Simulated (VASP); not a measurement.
# BaH2 (Pnma) in VASP: notebook

Runs on BaH2. Level: r2SCAN. Tasks: single point.

All numbers are computed with VASP 6.6.1; they aren't measurements. Logs are shortened: lines on timing, memory, paths and dates and some standing lists are left out, and cuts for length are marked.

### 1 The cell of the first run

Symmetry: Pnma, No. 62, orthorhombic system. Conventional cell: a = 6.710 Å, b = 4.093 Å, c = 7.755 Å, α = 90.00°, β = 90.00°, γ = 90.00°. Ba (site symmetry m) has 9 H at 2.56 to 2.95 Å within 3.4 Å. H (site symmetry m) has 6 Ba at 2.77 to 3.80 Å and 10 H at 3.04 to 3.52 Å within 3.9 Å. Within 3.4 Å of H (site symmetry m) lie 4 Ba at 2.56 to 2.61 Å and 8 H at 3.04 to 3.23 Å.

### 2 Single point, r2SCAN

The input, POSCAR:

```
BaH2
1.0
    6.7103907100      0.0000000000      0.0000000000
    0.0000000000      4.0934997800      0.0000000000
    0.0000000000      0.0000000000      7.7553505200
Ba H
4 8
Direct
    0.2598652396      0.2500000000      0.8860760861
    0.2401347604      0.7500000000      0.3860760861
    0.7598652396      0.2500000000      0.6139239139
    0.7401347604      0.7500000000      0.1139239139
    0.0285498992      0.2500000000      0.1820053531
    0.4714501008      0.7500000000      0.6820053531
    0.5285498992      0.2500000000      0.3179946469
    0.9714501008      0.7500000000      0.8179946469
    0.6460170323      0.2500000000      0.9293833188
    0.8539829677      0.7500000000      0.4293833188
    0.1460170323      0.2500000000      0.5706166812
    0.3539829677      0.7500000000      0.0706166812
```

The input, INCAR.step1:

```
SYSTEM = BaH2
ALGO     = Normal         ! electronic algorithm
EDIFF    = 1E-4           ! SCF threshold, eV
ENCUT    = 520            ! plane-wave cutoff, eV
GGA      = PE             ! functional
ISMEAR   = -1             ! smearing method
LASPH    = .TRUE.         ! aspherical terms in the spheres
LCHARG   = .FALSE.        ! write CHGCAR
LREAL    = .FALSE.        ! projectors in reciprocal space
LWAVE    = .TRUE.         ! write WAVECAR
NBANDS   = 36             ! bands
NELM     = 100            ! most SCF steps
PREC     = Accurate       ! precision mode
SIGMA    = 0.02           ! smearing width, eV
```

The input, INCAR.step2:

```
SYSTEM = BaH2
ALGO     = Normal         ! electronic algorithm
EDIFF    = 1E-6           ! SCF threshold, eV
ENCUT    = 520            ! plane-wave cutoff, eV
ISIF     = 2              ! what is computed and relaxed
ISMEAR   = -1             ! smearing method
ISTART   = 1            
LASPH    = .TRUE.         ! aspherical terms in the spheres
LCHARG   = .FALSE.        ! write CHGCAR
LMIXTAU  = .TRUE.       
LREAL    = .FALSE.        ! projectors in reciprocal space
LWAVE    = .FALSE.        ! write WAVECAR
METAGGA  = R2SCAN         ! meta-GGA
NBANDS   = 36             ! bands
NELM     = 100            ! most SCF steps
PREC     = Accurate       ! precision mode
SIGMA    = 0.02           ! smearing width, eV
```

The input, KPOINTS:

```
k-points
0
G
  4 8 4
  0 0 0
```

Potentials or basis: VASP PAW PBE potentials, release 64 (Ba_sv, H).

Launch:

```sh
$ cat potpaw_PBE.64/Ba_sv/POTCAR potpaw_PBE.64/H/POTCAR > POTCAR
$ cp INCAR.step1 INCAR
$ mpirun -np 1 vasp_std > vasp.out
$ cp INCAR.step2 INCAR
$ mpirun -np 1 vasp_std > vasp.out
```

OUTCAR:

```text
SYSTEM = BaH2
   EDIFF = 1E-6
   ENCUT = 520
   ISIF = 2
   ISMEAR = -1
   ISTART = 1
   LASPH = .TRUE.
   LREAL = .FALSE.
   METAGGA = R2SCAN
   NELM = 100
   PREC = Accurate

 ion  position               nearest neighbor table
   1  0.260  0.250  0.886-  11 2.56  12 2.58  12 2.58   9 2.61   5 2.77   3 3.96   3 3.96   4 4.21
                             4 4.21   2 4.39   2 4.39   2 4.39   2 4.39   4 4.41   4 4.41
   2  0.240  0.750  0.386-  12 2.56  11 2.58  11 2.58  10 2.61   6 2.77   4 3.96   4 3.96   3 4.21
                             3 4.21   1 4.39   1 4.39   1 4.39   1 4.39   3 4.41   3 4.41
   3  0.760  0.250  0.614-   9 2.56  10 2.58  10 2.58  11 2.61   7 2.77   1 3.96   1 3.96   2 4.21
                             2 4.21   4 4.39   4 4.39   4 4.39   4 4.39   2 4.41   2 4.41
   4  0.740  0.750  0.114-  10 2.56   9 2.58   9 2.58  12 2.61   8 2.77   2 3.96   2 3.96   1 4.21
                             1 4.21   3 4.39   3 4.39   3 4.39   3 4.39   1 4.41   1 4.41
   5  0.029  0.250  0.182-   1 2.77
   6  0.471  0.750  0.682-   2 2.77
   7  0.529  0.250  0.318-   3 2.77
   8  0.971  0.750  0.818-   4 2.77
   9  0.646  0.250  0.929-   3 2.56   4 2.58   4 2.58   1 2.61
  10  0.854  0.750  0.429-   4 2.56   3 2.58   3 2.58   2 2.61
  11  0.146  0.250  0.571-   1 2.56   2 2.58   2 2.58   3 2.61
  12  0.354  0.750  0.071-   2 2.56   1 2.58   1 2.58   4 2.61

  LATTYP: Found a simple orthorhombic cell.
 ALAT       =     4.0934997800
 B/A-ratio  =     1.6392796069
 C/A-ratio  =     1.8945525679

  Lattice vectors:

 A1 = (   0.0000000000,  -4.0934997800,   0.0000000000)
 A2 = (   6.7103907100,   0.0000000000,   0.0000000000)
 A3 = (   0.0000000000,   0.0000000000,   7.7553505200)

Analysis of symmetry for initial positions (statically):
=====================================================================
 Subroutine PRICEL returns:
 Original cell was already a primitive cell.

 Routine SETGRP: Setting up the symmetry group for a
 simple orthorhombic supercell.

 Subroutine GETGRP returns: Found  8 space group operations
 (whereof  2 operations were pure point group operations)
 out of a pool of  8 trial point group operations.

The static configuration has the point symmetry S_2 .
 The point group associated with its full space group is D_2h.

Analysis of symmetry for dynamics (positions and initial velocities):
=====================================================================
 Subroutine PRICEL returns:
 Original cell was already a primitive cell.
[... 140 lines left out ...]
   NELECT =      48.0000    total number of electrons
   NUPDOWN=      -1.0000    fix difference up-down
   EMIN   =  10.00;   EMAX   =-10.00  energy-range for DOS
   EFERMI =   0.00;   METHOD = LEGACY
   ISMEAR =    -1;   SIGMA  =   0.02  broadening in eV -4-tet -1-fermi 0-gaus
   EFERMI_NEDOS =   21; number of points for ismear=-14 and -15
   IALGO  =     38    algorithm
   IMIX   =      4    mixing-type and parameters
     AMIX     =   0.40;   BMIX     =  1.00
     AMIX_MAG =   1.60;   BMIX_MAG =  1.00
  volume/ion in A,a.u.               =      17.75       119.80
  Fermi-wavevector in a.u.,A,eV,Ry     =   0.996186  1.882519 13.502247  0.992387
  Thomas-Fermi vector in A             =   2.128258
   LORBIT       =      0    0 simple, 1 ext, 2 COOP (PROOUT), +10 PAW based schemes
   METAGGA = R2SCAN    functional components
   LHFCALC =     F    Hartree Fock is set to
   AEXX    =    0.0000 exact exchange contribution
   IVDW    =     0    specifies the selected vdW correction
   LEPSILON=     F    determine dielectric tensor
   LRPA    =     F    only Hartree local field effects (RPA)
 non-spin polarized calculation
  energy-cutoff  :      520.00
  volume of cell :      213.03
 maximum number of plane-waves:      5767
 NGX is ok and might be reduce to    50
   NGX = 25   NGY = 15   NGZ = 29

 number of electron      47.9999996 magnetization

 Free energy of the ion-electron system (eV)
  ---------------------------------------------------
  ext. energy  EPLUGINS =         0.00000000
  ---------------------------------------------------
  free energy    TOTEN  =      -140.69479844 eV

  energy without entropy =     -140.69479844  energy(sigma->0) =     -140.69479844

 E-fermi :   0.3019     XC(G=0):  -8.8909

 val. band max:       -0.1075039719   @ k =   0.2500   0.0000   0.0000
 cond. band min:       3.1829790190   @ k =   0.5000   0.3750   0.0000
 fundamental gap:      3.2904829909
 Fermi energy:         0.3019382954

 k-point     1 :       0.0000    0.0000    0.0000
  band No.  band energies     occupation
      1     -26.8768      2.00000
      2     -26.7830      2.00000
      3     -26.7709      2.00000
      4     -26.7605      2.00000
      5     -12.2861      2.00000
      6     -12.0361      2.00000
[... 925 lines left out ...]
     35       6.9198      0.00000
     36       6.9198      0.00000

 [... further k-points ...]

------------------------ aborting loop because EDIFF is reached ----------------------------------------

  FORCE on cell =-STRESS in cart. coord.  units (eV):
  Direction    XX          YY          ZZ          XY          YZ          ZX
  --------------------------------------------------------------------------------------
  -------------------------------------------------------------------------------------
  Total        2.2574496      2.6572992      2.6865817      0.0000000      0.0000000      0.0000000
  in kB       16.9779256     19.9851321     20.2053617      0.0000000      0.0000000      0.0000000
  external PRESSURE =      19.0561398 kB  Pullay stress =       0.0000000 kB

 VOLUME and BASIS-vectors are now :
 -----------------------------------------------------------------------------
  energy-cutoff  :      520.00
  volume of cell :      213.03
      direct lattice vectors                 reciprocal lattice vectors
     6.710390710  0.000000000  0.000000000     0.149022619  0.000000000  0.000000000
     0.000000000  4.093499780  0.000000000     0.000000000  0.244289741  0.000000000
     0.000000000  0.000000000  7.755350520     0.000000000  0.000000000  0.128943237

 POSITION                                       TOTAL-FORCE (eV/Angst)
 -----------------------------------------------------------------------------------
      1.74380      1.02337      6.87183        -0.004317      0.000000     -0.004082
      1.61140      3.07012      2.99416         0.004317     -0.000000     -0.004082
      5.09899      1.02337      4.76120        -0.004317      0.000000      0.004082
      4.96659      3.07012      0.88352         0.004317      0.000000      0.004082
      0.19158      1.02337      1.41152         0.004004      0.000000      0.007599
      3.16361      3.07012      5.28919        -0.004004      0.000000      0.007599
      3.54678      1.02337      2.46616         0.004004      0.000000     -0.007599
      6.51881      3.07012      6.34384        -0.004004      0.000000     -0.007599
      4.33503      1.02337      7.20769         0.000490     -0.000000      0.001381
      5.73056      3.07012      3.33002        -0.000490     -0.000000      0.001381
      0.97983      1.02337      4.42533         0.000490      0.000000     -0.001381
      2.37536      3.07012      0.54766        -0.000490      0.000000     -0.001381
 -----------------------------------------------------------------------------------
    total drift:                               -0.000000      0.000000      0.000000

  FREE ENERGIE OF THE ION-ELECTRON SYSTEM (eV)
  ---------------------------------------------------
  free  energy   TOTEN  =      -140.6947984437 eV

  energy  without entropy=     -140.6947984436  energy(sigma->0) =     -140.69479844
```

OSZICAR.step1:

```text
N       E                     dE             d eps       ncg     rms          rms(c)
DAV:   1     0.304503228855E+03    0.30450E+03   -0.20224E+04  3240   0.114E+03
DAV:   2    -0.208885175853E+02   -0.32539E+03   -0.31024E+03  4724   0.226E+02
DAV:   3    -0.428501613627E+02   -0.21962E+02   -0.21836E+02  4172   0.631E+01
DAV:   4    -0.434424716577E+02   -0.59231E+00   -0.59171E+00  4948   0.841E+00
DAV:   5    -0.434473089142E+02   -0.48373E-02   -0.48364E-02  4012   0.845E-01    0.113E+01
DAV:   6    -0.409995714747E+02    0.24477E+01   -0.27142E+00  3776   0.515E+00    0.613E+00
DAV:   7    -0.404728249974E+02    0.52675E+00   -0.29826E+00  3944   0.537E+00    0.140E+00
DAV:   8    -0.405112621159E+02   -0.38437E-01   -0.24249E-01  3848   0.163E+00    0.358E-01
DAV:   9    -0.405165796702E+02   -0.53176E-02   -0.29651E-02  4004   0.605E-01    0.211E-01
DAV:  10    -0.405172565971E+02   -0.67693E-03   -0.54834E-03  3644   0.255E-01    0.401E-02
DAV:  11    -0.405174154315E+02   -0.15883E-03   -0.47699E-04  3316   0.816E-02    0.316E-02
DAV:  12    -0.405174062270E+02    0.92045E-05   -0.33228E-05  2056   0.273E-02
   1 F= -.40517406E+02 E0= -.40517406E+02  d E =-.279002E-10
```

Wall time 8.5 min (1 thread of Intel Xeon 6975P-C (Granite Rapids), shared host); peak memory 0.49 GiB.

What came out:

```yaml
Free_energy: -140.6948 eV
Pressure: 1.9 GPa
Largest_force: 0.009 eV/Å
Band_gap_on_the_k_mesh: 3.29 eV (least direct gap 3.83 eV)
```

Forces on the atoms (eV/Å):
```
Ba  -0.004  0.000 -0.004
Ba   0.004  0.000 -0.004
Ba  -0.004  0.000  0.004
Ba   0.004  0.000  0.004
H    0.004  0.000  0.008
H   -0.004  0.000  0.008
H    0.004  0.000 -0.008
H   -0.004  0.000 -0.008
H    0.000  0.000  0.001
H    0.000  0.000  0.001
H    0.000  0.000 -0.001
H    0.000  0.000 -0.001
```

Levels at points of the mesh, in eV from the valence-band top:
| k point | band 22 | band 23 | band 24 | band 25 | band 26 | band 27 |
| --- | --- | --- | --- | --- | --- | --- |
| (0.00, 0.00, 0.00) | -0.57 | -0.22 | -0.04 | 4.01 | 4.45 | 4.57 |
| (0.50, 0.00, 0.00) | -0.62 | -0.06 | -0.06 | 3.77 | 3.77 | 4.34 |
| (0.00, 0.50, 0.00) | -0.91 | -0.89 | -0.89 | 3.82 | 3.82 | 4.14 |
| (0.50, 0.50, 0.00) | -0.77 | -0.77 | -0.77 | 3.67 | 3.67 | 3.67 |
| (0.00, 0.00, 0.50) | -0.57 | -0.31 | -0.31 | 3.80 | 3.80 | 4.27 |
| (0.50, 0.00, 0.50) | -0.73 | -0.39 | -0.39 | 3.81 | 3.81 | 3.89 |
| (0.00, 0.50, 0.50) | -1.29 | -0.49 | -0.49 | 4.01 | 4.01 | 4.90 |
| (0.50, 0.50, 0.50) | -0.65 | -0.65 | -0.65 | 3.97 | 3.97 | 3.97 |

Caveat: the PAW data sets were made with another functional, which shifts forces and pressure a little; spin-orbit coupling is left out, which moves the levels of the heavy elements. r2SCAN opens gaps a little over a GGA but as a rule still falls short of measured ones.

### 3 Single point, r2SCAN

This run uses another cell than the first one, of 17.38 Å³/atom.

The input, POSCAR:

```
BaH2
1.0
    6.6634633600      0.0000000000      0.0000000000
    0.0000000000      4.0648729800      0.0000000000
    0.0000000000      0.0000000000      7.7011155200
Ba H
4 8
Direct
    0.2598197134      0.2500000000      0.8861676815
    0.2401802866      0.7500000000      0.3861676815
    0.7598197134      0.2500000000      0.6138323185
    0.7401802866      0.7500000000      0.1138323185
    0.0287359940      0.2500000000      0.1840502498
    0.4712640060      0.7500000000      0.6840502498
    0.5287359940      0.2500000000      0.3159497502
    0.9712640060      0.7500000000      0.8159497502
    0.6466376033      0.2500000000      0.9292747162
    0.8533623967      0.7500000000      0.4292747162
    0.1466376033      0.2500000000      0.5707252838
    0.3533623967      0.7500000000      0.0707252838
```

The input, INCAR.step1:

```
  ALGO = Normal
  EDIFF = 1E-4
  ENCUT = 520
  GGA = PE
  ISMEAR = -1
  LASPH = True
  LCHARG = False
  LREAL = False
  LWAVE = True
  NBANDS = 36
  NELM = 100
  PREC = Accurate
  SIGMA = 0.02
```

The input, INCAR.step2:

```
  ALGO = Normal
  EDIFF = 1E-6
  ENCUT = 520
  ISIF = 2
  ISMEAR = -1
  ISTART = 1
  LASPH = True
  LCHARG = False
  LMIXTAU = True
  LREAL = False
  LWAVE = False
  METAGGA = R2SCAN
  NBANDS = 36
  NELM = 100
  PREC = Accurate
  SIGMA = 0.02
```

The input, KPOINTS:

```
k-points
0
Gamma
  4 8 4
```

Potentials or basis: VASP PAW PBE potentials, release 64 (Ba_sv, H).

Launch:

```sh
$ cat potpaw_PBE.64/Ba_sv/POTCAR potpaw_PBE.64/H/POTCAR > POTCAR
$ cp INCAR.step1 INCAR
$ mpirun -np 1 vasp_std > vasp.out
$ cp INCAR.step2 INCAR
$ mpirun -np 1 vasp_std > vasp.out
```

Run time: 8.9 min. Hardware: 1 thread of Intel Xeon 6975P-C (Granite Rapids), shared host; peak memory 0.48 GiB.

It converged, with:

| Property | Result |
| --- | --- |
| Free energy | -140.6287 eV |
| Pressure | 2.7 GPa |
| Largest force | 0.015 eV/Å |
| Band gap on the k mesh | 3.25 eV (least direct gap 3.78 eV) |

Forces on the atoms (eV/Å):
```
Ba  -0.014  0.000 -0.004
Ba   0.014  0.000 -0.004
Ba  -0.014  0.000  0.004
Ba   0.014  0.000  0.004
H    0.002  0.000 -0.001
H   -0.002  0.000 -0.001
H    0.002  0.000  0.001
H   -0.002  0.000  0.001
H   -0.001  0.000  0.001
H    0.001  0.000  0.001
H   -0.001  0.000 -0.001
H    0.001  0.000 -0.001
```

Stress tensor (GPa, compression positive):
```
2.40 0.00 0.00
0.00 2.94 0.00
0.00 0.00 2.89
```

Levels at points of the mesh, in eV from the valence-band top:
| k point | band 22 | band 23 | band 24 | band 25 | band 26 | band 27 |
| --- | --- | --- | --- | --- | --- | --- |
| (0.00, 0.00, 0.00) | -0.59 | -0.23 | -0.06 | 3.98 | 4.46 | 4.55 |
| (0.50, 0.00, 0.00) | -0.68 | -0.04 | -0.04 | 3.74 | 3.74 | 4.32 |
| (0.00, 0.50, 0.00) | -0.95 | -0.93 | -0.93 | 3.79 | 3.79 | 4.13 |
| (0.50, 0.50, 0.00) | -0.80 | -0.80 | -0.80 | 3.65 | 3.65 | 3.65 |
| (0.00, 0.00, 0.50) | -0.61 | -0.33 | -0.33 | 3.77 | 3.77 | 4.26 |
| (0.50, 0.00, 0.50) | -0.79 | -0.42 | -0.42 | 3.79 | 3.79 | 3.85 |
| (0.00, 0.50, 0.50) | -1.37 | -0.48 | -0.48 | 4.00 | 4.00 | 4.91 |
| (0.50, 0.50, 0.50) | -0.67 | -0.67 | -0.67 | 3.95 | 3.95 | 3.95 |

Caveat: the PAW data sets were made with another functional, which shifts forces and pressure a little; spin-orbit coupling is left out, which moves the levels of the heavy elements.
